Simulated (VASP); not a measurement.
Set up this calculation in VASP 6.6.1, as the native input.

| Item | Value |
| --- | --- |
| Task | single point |
| Functional | LDA |
| Potentials or basis | VASP PAW LDA potentials, release 64 (In_d, Cu) |
| Cutoff | 520 eV |
| k mesh | 10 × 10 × 10 |
| Occupations | gaussian, width 0.15 eV |
| Spin | no spin polarisation |
| Dipole correction | no |
| Further INCAR settings | ALGO = Fast; EDIFF = 1e-06; NBANDS = 33 |

The structure of In3Cu lies in POSCAR:

```
In3Cu
1.0
    4.2123596621      0.0000000000      0.0000000000
    0.0000000000      4.2123596621      0.0000000000
    0.0000000000      0.0000000000      4.2123596621
In Cu
3 1
Direct
    0.0000000000      0.5000000000      0.5000000000
    0.5000000000      0.0000000000      0.5000000000
    0.5000000000      0.5000000000      0.0000000000
    0.0000000000      0.0000000000      0.0000000000
```

These files were run (other wordings do the same):

INCAR

```
SYSTEM = In3Cu
PREC = Accurate
ENCUT = 520
EDIFF = 1E-6
ISMEAR = 0
SIGMA = 0.15
LREAL = .FALSE.
LASPH = .TRUE.
NELM = 60
ALGO = Fast
ISIF = 2
LWAVE = .FALSE.
LCHARG = .TRUE.
GGA = CA
LELF = .TRUE.
LVHAR = .TRUE.
NBANDS = 33
```

KPOINTS

```
regular mesh
0
G
  10 10 10
  0 0 0
```

Potentials or basis: VASP PAW LDA potentials, release 64 (In_d, Cu).

The run is started by

```sh
$ cat potpaw_LDA.64/In_d/POTCAR potpaw_LDA.64/Cu/POTCAR > POTCAR
$ mpirun -np 1 vasp_std > vasp.out
```

Results of the run:

```json
{"Pressure": "6.3 GPa", "Band gap on the k mesh": "zero (band 25 reaches 12.30 eV, above the bottom of band 26 at 7.65 eV)"}
```

Caveat: spin-orbit coupling is left out, which moves the levels of the heavy elements.

It took 66 s on 1 thread of Intel(R) Xeon(R) 6975P-C (Granite Rapids), with other jobs on the host, peak memory 0.23 GiB.
